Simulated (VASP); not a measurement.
Input of a VASP 6.6.1 run:

INCAR

```
SYSTEM = TiSi4Mo
PREC = Accurate
ENCUT = 600
EDIFF = 1E-6
ISMEAR = 0
SIGMA = 0.1
LREAL = .FALSE.
LASPH = .TRUE.
NELM = 100
ALGO = Normal
ISIF = 3
LWAVE = .FALSE.
LCHARG = .FALSE.
GGA = PE
IBRION = 2
NSW = 90
EDIFFG = -0.04
```

Contents of KPOINTS:

```
Automatic mesh
0
G
  6 6 6
  0 0 0
```

POSCAR

```
TiSi4Mo
1.0
    3.6731862000      0.0000000000      0.0000000000
    0.0000000000      1.8185815400      6.9640643000
    0.0000000000     -1.8185815400      6.9640643000
Ti Si Mo
1 4 1
Direct
    0.5000000000      0.1031180700      0.1031180700
    0.5000000000      0.4417485600      0.4417485600
    0.0000000000      0.5582514400      0.5582514400
    0.5000000000      0.7503148200      0.7503148200
    0.0000000000      0.2496851800      0.2496851800
    0.0000000000      0.8968819300      0.8968819300
```

Potentials or basis: VASP PAW PBE potentials, release 64 (Ti_sv, Si, Mo_sv).

The run is started by

```bash
$ cat potpaw_PBE.64/Ti_sv/POTCAR potpaw_PBE.64/Si/POTCAR potpaw_PBE.64/Mo_sv/POTCAR > POTCAR
$ mpirun -np 1 vasp_std > vasp.out
```

Question: Predict the space group after relaxing (to 0.1 Å).

Answer: Amm2 (No. 38).

Question: Estimate the relaxed volume.

Answer: 14.25 Å³/atom.

Question: Estimate the relaxed cell.

Answer: a = 3.574 Å, b = 7.035 Å, c = 7.035 Å, α = 28.90°, β = 90.00°, γ = 90.00°.

Final structure:
```xyz
6
Lattice="3.5744 0.0000 0.0000 0.0000 1.7554 6.8125 0.0000 -1.7554 6.8125" Properties=species:S:1:pos:R:3 pbc="T T T"
Ti    1.7872    0.0000    1.4492
Si    1.7872    0.0000    6.0360
Si    0.0000    0.0000    7.6711
Si    1.7872    0.0000   10.2173
Si    0.0000    0.0000    3.3618
Mo    0.0000    0.0000   12.1394
```
